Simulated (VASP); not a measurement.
# Bi: single point with PBE+D3(BJ)

Bi:

```
Bi
1.0
    -1.61411    2.20195    2.06234
     1.61411   -2.20195    2.06234
     1.61411    2.20195   -2.06234
Bi
1
Direct
  0.00000 0.00000 0.00000
```

This cell differs from its parent crystal: strain +e along x and -e along y -0.1500, strain +e along z and -e/2 along x and y +0.0525.

```
Program                : VASP 6.6.1
Task                   : single point
Functional             : PBE
Dispersion             : D3(BJ)
Potentials or basis    : VASP PAW PBE potentials, release 64 (Bi_d)
Cutoff                 : 520 eV
k mesh                 : 16 × 16 × 16
Occupations            : gaussian, width 0.15 eV
Spin                   : no spin polarisation
Dipole correction      : no
Further INCAR settings : ALGO = Fast; EDIFF = 1e-06; NBANDS = 14
```

```json
{
  "Pressure": "3.6 GPa",
  "Dispersion energy per atom": "-0.539 eV"
}
```

Stress tensor (GPa, compression positive):
```
7.56 0.00 0.00
0.00 1.50 0.00
0.00 0.00 1.75
```

Levels at points of the mesh, in eV from the Fermi level:
| k point | band 3 | band 4 | band 5 | band 6 | band 7 | band 8 | band 9 | band 10 | band 11 | band 12 |
| --- | --- | --- | --- | --- | --- | --- | --- | --- | --- | --- |
| (0.00, 0.00, 0.00) | -23.08 | -23.07 | -22.97 | -14.11 | 3.85 | 4.06 | 7.49 | 8.05 | 8.84 | 10.80 |
| (0.50, 0.00, 0.00) | -23.08 | -23.02 | -22.93 | -11.58 | -5.84 | 4.68 | 5.55 | 9.49 | 9.51 | 11.28 |
| (0.00, 0.50, 0.00) | -23.01 | -22.93 | -22.90 | -9.82 | -5.24 | 0.88 | 1.71 | 5.01 | 6.22 | 12.30 |
| (0.50, 0.50, 0.00) | -23.03 | -22.94 | -22.91 | -9.99 | -5.40 | 1.42 | 2.44 | 5.68 | 7.00 | 10.35 |
| (0.50, 0.50, 0.50) | -22.94 | -22.94 | -22.90 | -9.26 | -3.77 | -2.91 | 2.05 | 2.43 | 6.45 | 16.75 |

It took 3.5 min on 1 thread of Intel Xeon 6975P-C, on a shared host, peak memory 0.35 GiB.

Caveat: the cell differs from its parent crystal (strain +e along x and -e along y -0.1500, strain +e along z and -e/2 along x and y +0.0525); spin-orbit coupling is left out, which moves the levels of the heavy elements; pairwise dispersion overbinds metals, which lowers pressure and volume.
